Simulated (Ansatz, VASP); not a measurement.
BeS in VASP and in Ansatz

```
Be S
1.0
     0.00000    2.38026    2.43431
     2.38026    0.00000    2.43431
     2.38026    2.38026    0.00000
Be S
1 1
Direct
  0.00000 0.00000 0.00000
  0.25000 0.25000 0.25000
```

Change from the starting cell: biaxial_xy strain -2.2%.

Alike in both runs: task single point; functional r2SCAN; k mesh 10 × 10 × 10; no spin polarisation.

|  | VASP | Ansatz |
| --- | --- | --- |
| version | VASP 6.6.1 | Ansatz 0.2.0 |
| potentials or method | VASP PAW PBE potentials, release 64 (Be, S) | plane waves, PAW |
| plane-wave cutoff (eV) | 520 | 500 |
| occupations | gaussian, width 0.01 eV | fixed |
| valence electrons in the cell | 8 | 8 |

VASP gave:

- gap on the k mesh at the Fermi level (eV): 3.39
- pressure (GPa): 5.1
- traceless stress, the component that is largest in VASP (GPa): -1.60

Question: Estimate Ansatz's values.

Answer: gap on the k mesh at the Fermi level (eV): 3.38; pressure (GPa): 4.8; traceless stress, the component that is largest in VASP (GPa): -1.62.

VASP's potentials were made for PBE, not for r2SCAN.
